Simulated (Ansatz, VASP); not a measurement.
# MgO: VASP beside Ansatz

Contents of INCAR:

```
SYSTEM = MgO
ALGO = Normal
EDIFF = 1E-7
ENCUT = 520
GGA = PE
ISIF = 2
ISMEAR = 0
LASPH = .True.
LCHARG = .True.
LELF = .True.
LREAL = .False.
LVHAR = .True.
LWAVE = .False.
NBANDS = 16
NELM = 80
PREC = Accurate
SIGMA = 0.05
```

The input KPOINTS:

```
k-points
0
Gamma
  9 9 6
  0 0 0
```

File POSCAR:

```
MgO
1.0
    3.0832000000      0.0000000000      0.0000000000
   -1.5416000000      2.6701295249      0.0000000000
    0.0000000000      0.0000000000      5.2581000000
Mg O
2 2
Direct
    0.3333333333      0.6666666667      0.0063188013
    0.6666666667      0.3333333333      0.5063188013
    0.3333333333      0.6666666667      0.3982811987
    0.6666666667      0.3333333333      0.8982811987
```

Input for Ansatz:

```yaml
crystal:
  lattice:
    - [3.0832, 0.0, 0.0]
    - [-1.5416, 2.6701295249, 0.0]
    - [0.0, 0.0, 5.2581]
  atoms:
    - { symbol: Mg, position: [0.3333333333, 0.6666666667, 0.0063188013] }
    - { symbol: Mg, position: [0.6666666667, 0.3333333333, 0.5063188013] }
    - { symbol: O, position: [0.3333333333, 0.6666666667, 0.3982811987] }
    - { symbol: O, position: [0.6666666667, 0.3333333333, 0.8982811987] }
basis:
  ecutwfc: 520.0
kpoints:
  mp_grid: { grid: [9, 9, 6] }
hamiltonian:
  xc: pbe
  pseudopotentials: { kind: paw, azcp: { folder: soft_1 } }
scf:
  occupations: { method: gaussian, width: 0.05 }
output:
  forces: true
  stress: true
  eigenvalues: true
```

Alike in both runs: task single point; functional PBE; k mesh 9 × 9 × 6; occupations gaussian, width 0.05 eV; no spin polarisation.

```csv
,VASP,Ansatz
version,VASP 6.6.1,Ansatz 0.2.0
potentials or method,"VASP PAW PBE potentials, release 64 (Mg, O), cutoff 520 eV","scalar-relativistic, plane waves, PAW"
valence electrons in the cell,16,32
```

VASP gave:

- gap on the k mesh at the Fermi level (eV): 4.25
- least direct gap on the mesh (eV): 4.25
- pressure (GPa): 20.4
- traceless stress, the component that is largest in VASP (GPa): -18.94
- rms of the force components (eV/Å): 0.631

Question: What did Ansatz give for the same quantities?

Answer: gap on the k mesh at the Fermi level (eV): 4.27; least direct gap on the mesh (eV): 4.27; pressure (GPa): 20.6; traceless stress, the component that is largest in VASP (GPa): -18.64; rms of the force components (eV/Å): 0.619.

Atom by atom the forces differ by 0.012 eV/Å (rms over components). With one functional, cell and mesh, what is left measures potentials, basis and numerics. VASP's potentials hold 16 valence electrons a cell and Ansatz's 32, so a difference there can come from the potentials and not from the codes.
